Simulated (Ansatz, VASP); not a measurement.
One calculation of Te, two programs

INCAR

```
SYSTEM = Te
ALGO = Normal
EDIFF = 1E-6
ENCUT = 520
GGA = PS
ISIF = 2
ISMEAR = -1
LASPH = .TRUE.
LCHARG = .FALSE.
LREAL = .FALSE.
LWAVE = .FALSE.
NBANDS = 13
NELM = 100
PREC = Accurate
SIGMA = 0.1
```

KPOINTS

```
k-points
0
G
  11 11 8
  0 0 0
```

POSCAR

```
Te
1.0
    3.7524351646      0.0000000000      0.0000000000
   -1.8762175823      3.2497041786      0.0000000000
    0.0000000000      0.0000000000      4.2387806107
Te
2
Direct
    0.3333333333      0.6666666667      0.2500000000
    0.6666666667      0.3333333333      0.7500000000
```

Input for Ansatz:

```yaml
crystal:
  lattice:
    - [3.7524351646, 0.0, 0.0]
    - [-1.8762175823, 3.2497041786, 0.0]
    - [0.0, 0.0, 4.2387806107]
  atoms:
    - { symbol: Te, position: [0.3333333333, 0.6666666667, 0.25] }
    - { symbol: Te, position: [0.6666666667, 0.3333333333, 0.75] }
hamiltonian:
  xc: pbesol
  pseudopotentials:
    kind: paw
    azcp:
      Te: "pseudopotentials/Te.paw.azcp"
basis:
  ecutwfc: 420
  fft_grid_basis: typed
kpoints:
  mp_grid: { grid: [11, 11, 8], shift: [0, 0, 0] }
magnetization:
  spin_polarized: false
scf:
  occupations: { method: fermi_dirac, width: 0.1 }
  lower_state_search: "off"
output:
  stress: true
```

Alike in both runs: task single point; functional PBEsol; k mesh 11 × 11 × 8; occupations fermi-dirac, width 0.1 eV; no spin polarisation.

```csv
,VASP,Ansatz
version,VASP 6.6.1,Ansatz 0.2.0
potentials or method,"VASP PAW PBE potentials, release 64 (Te), cutoff 520 eV","plane waves (420 eV) with PAW, scalar-relativistic"
valence electrons in the cell,12,32
```

|  | VASP | Ansatz | Ansatz less VASP |
| --- | --- | --- | --- |
| pressure (GPa) | 10.1 | 10.0 | -0.12 |
| traceless stress, the component that is largest in VASP (GPa) | 3.61 | 3.52 | -0.092 |

VASP's potentials were made for PBE, not for PBEsol, and Ansatz warns of the same on its side. The functional is the same, so the differences come from potentials, cutoffs and numerics. VASP's potentials hold 12 valence electrons a cell and Ansatz's 32, so a difference there can come from the potentials and not from the codes.

Spin-orbit coupling is off throughout.
